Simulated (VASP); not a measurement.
CdTe6Pd: single point with PBE+D3(BJ)

The system is CdTe6Pd.

```
CELL_PARAMETERS angstrom
6.74618 0.00000 0.00000
-3.37309 5.84237 0.00000
-3.37309 1.94745 6.36992
ATOMIC_POSITIONS crystal
Te 0.25000 0.08300 0.75100
Te 0.91700 0.41600 0.75100
Te 0.58400 0.75000 0.75100
Te 0.75000 0.91700 0.24900
Te 0.08300 0.58400 0.24900
Te 0.41600 0.25000 0.24900
Cd 0.50000 0.50000 0.50000
Pd 0.00000 0.00000 0.00000
```

- Program: VASP 6.6.1
- Task: single point
- Functional: PBE
- Dispersion: D3(BJ)
- Potentials or basis: VASP PAW PBE potentials, release 64 (Te, Cd, Pd)
- Cutoff: 520 eV
- k mesh: 3 × 3 × 3
- Occupations: fermi-dirac, width 0.05 eV
- Spin: no spin polarisation

| Item | Value |
| --- | --- |
| Pressure | -2.4 GPa |
| Largest force | 1.371 eV/Å |
| Band gap on the k mesh | zero (band 29 reaches 5.42 eV, above the bottom of band 30 at 4.95 eV) |
| Dispersion energy per atom | -0.421 eV |

Forces on the atoms (eV/Å):
```
Te  -0.378 -1.114  0.705
Te   1.154  0.230  0.705
Te  -0.776  0.884  0.705
Te   0.378  1.114 -0.705
Te  -1.154 -0.230 -0.705
Te   0.776 -0.884 -0.705
Cd   0.000  0.000  0.000
Pd   0.000  0.000  0.000
```

Stress tensor (GPa, compression positive):
```
-1.76  0.00  0.00
 0.00 -1.76  0.00
 0.00  0.00 -3.64
```

Levels at points of the mesh, in eV from the Fermi level:
| k point | band 27 | band 28 | band 29 | band 30 | band 31 | band 32 |
| --- | --- | --- | --- | --- | --- | --- |
| (0.00, 0.00, 0.00) | -0.36 | 0.42 | 0.42 | 0.87 | 0.88 | 0.88 |

It took 68 s on 1 thread of AMD EPYC 7R13 Processor (Zen 3) (shared host), peak memory 0.37 GiB.

Caveat: the k points lie up to 0.37 Å⁻¹ apart; spin-orbit coupling is left out, which moves the levels of the heavy elements; pairwise dispersion overbinds metals, which lowers pressure and volume; forces of over 1 eV/Å act on the atoms, so gaps and moduli don't describe the material at rest.
